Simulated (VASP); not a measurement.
MgI2, 3 atoms in the cell. It takes space group P-3m1 (No. 164, trigonal). Conventional cell: a = 4.167 Å, b = 4.167 Å, c = 6.926 Å, α = 90.00°, β = 90.00°, γ = 120.00°. I (site symmetry 3m) has 3 Mg at 2.96 Å within 3.9 Å. Mg (site symmetry -3m) has 6 I at 2.96 Å within 3.9 Å. 

```yaml
Program: VASP 6.6.1
Task: single point
Functional: PBEsol
Potentials_or_basis: VASP PAW PBE potentials, release 64 (I, Mg)
Cutoff: 520 eV
k_mesh: 8 × 8 × 4
Occupations: fermi-dirac, width 0.05 eV
Spin: no spin polarisation
Dipole_correction: no
Further_INCAR_settings: ALGO = Normal; EDIFF = 1e-06; NBANDS = 15
```

Potentials or basis: VASP PAW PBE potentials, release 64 (I, Mg).

Launch:

```console
$ cat potpaw_PBE.64/I/POTCAR potpaw_PBE.64/Mg/POTCAR > POTCAR
$ mpirun -np 1 vasp_std > vasp.out
```

Hardware: 1 thread of Intel Xeon 8259CL, on a shared host.

**Question.** How long does it take, and how much memory?

**Answer.** It took 60 s on 1 thread of Intel Xeon 8259CL, with other jobs on the host, peak memory 0.25 GiB. Counts: scf iterations 11, k points 35.
